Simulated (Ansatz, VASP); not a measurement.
This is a calculation of Hf2Pd2Se2Br2O3 for Ansatz 0.2.0.

input.yaml

```yaml
crystal:
  lattice:
    - [5.75899, 0.0, 0.0]
    - [-2.87949, 4.98743, 0.0]
    - [0.0, 0.0, 8.52547]
  atoms:
    - { symbol: Hf, position: [0.33333, 0.66667, 0.54201] }
    - { symbol: Hf, position: [0.66667, 0.33333, 0.54201] }
    - { symbol: Pd, position: [0.33333, 0.66667, 0.1288] }
    - { symbol: Pd, position: [0.66667, 0.33333, 0.1288] }
    - { symbol: Se, position: [0.33333, 0.66667, 0.85572] }
    - { symbol: Se, position: [0.66667, 0.33333, 0.85572] }
    - { symbol: Br, position: [0.0, 0.0, 0.13895] }
    - { symbol: Br, position: [0.0, 0.0, 0.65384] }
    - { symbol: O, position: [0.5, 0.0, 0.42963] }
    - { symbol: O, position: [0.0, 0.5, 0.42963] }
    - { symbol: O, position: [0.5, 0.5, 0.42963] }
kpoints:
  mp_grid: { grid: [4, 4, 2] }
scf:
  occupations: { method: fermi_dirac, width: 0.05 }
hamiltonian:
  xc: pbe
  dispersion: d4
  pseudopotentials: { kind: all_electron, datasets: crystal }
output:
  forces: true
  stress: true
relax:
  f_tol: 0.02
  max_steps: 60
  cell: {}
```

Potentials or basis: all-electron PAW datasets made for the crystal.

Run with:

```bash
$ ansatz run input.yaml --threads 8 --pin off --max-ram 24576MiB --backend cpu --events-out ev --progress --plain --runs-dir out
```

Question: Set up the same calculation for VASP 6.6.1. Potentials there: VASP PAW PBE potentials, release 64 (Hf_pv, Pd, Se, Br, O).

Answer: As run (the cutoff follows the program's own potentials):

The input INCAR:

```
SYSTEM = Hf2Pd2Se2Br2O3
PREC = Accurate
ENCUT = 600
EDIFF = 1E-6
ISMEAR = -1
SIGMA = 0.05
LREAL = .False.
LASPH = .True.
NELM = 100
ALGO = Normal
ISIF = 3
LWAVE = .False.
LCHARG = .False.
GGA = PE
IVDW = 13
IBRION = 2
NSW = 80
EDIFFG = -0.02
```

Contents of KPOINTS:

```
regular mesh
0
Gamma
  4 4 2
  0 0 0
```

The input POSCAR:

```
Hf2Pd2Se2Br2O3
1.0
    5.7589900000      0.0000000000      0.0000000000
   -2.8794900000      4.9874300000      0.0000000000
    0.0000000000      0.0000000000      8.5254700000
Hf Pd Se Br O
2 2 2 2 3
Direct
    0.3333300000      0.6666700000      0.5420100000
    0.6666700000      0.3333300000      0.5420100000
    0.3333300000      0.6666700000      0.1288000000
    0.6666700000      0.3333300000      0.1288000000
    0.3333300000      0.6666700000      0.8557200000
    0.6666700000      0.3333300000      0.8557200000
    0.0000000000      0.0000000000      0.1389500000
    0.0000000000      0.0000000000      0.6538400000
    0.5000000000      0.0000000000      0.4296300000
    0.0000000000      0.5000000000      0.4296300000
    0.5000000000      0.5000000000      0.4296300000
```

Potentials or basis: VASP PAW PBE potentials, release 64 (Hf_pv, Pd, Se, Br, O).

Command:

```console
$ cat potpaw_PBE.64/Hf_pv/POTCAR potpaw_PBE.64/Pd/POTCAR potpaw_PBE.64/Se/POTCAR potpaw_PBE.64/Br/POTCAR potpaw_PBE.64/O/POTCAR > POTCAR
$ mpirun -np 1 vasp_std > vasp.out
```

Both were run:

|  | VASP | Ansatz | Ansatz less VASP |
| --- | --- | --- | --- |
| gap on the k mesh at the Fermi level, each at its own relaxed structure (eV) | none | none | - |
| relaxed volume (Å³/atom) | 20.72 | 20.82 | +0.100 |
| relaxed length of the cell vector where the two differ most in proportion (Å) | 8.239 | 8.257 | +0.0176 |

A gap of «none» marks a metal or a gap that the smearing closes. Ansatz ran all-electron here, and VASP with PAW potentials.

The k mesh is coarse, so the values compare programs but aren't converged. Spin-orbit coupling is off throughout. Noted on Ansatz's run: the k mesh is thin for a metal, which can move the energy by tens of meV per atom.
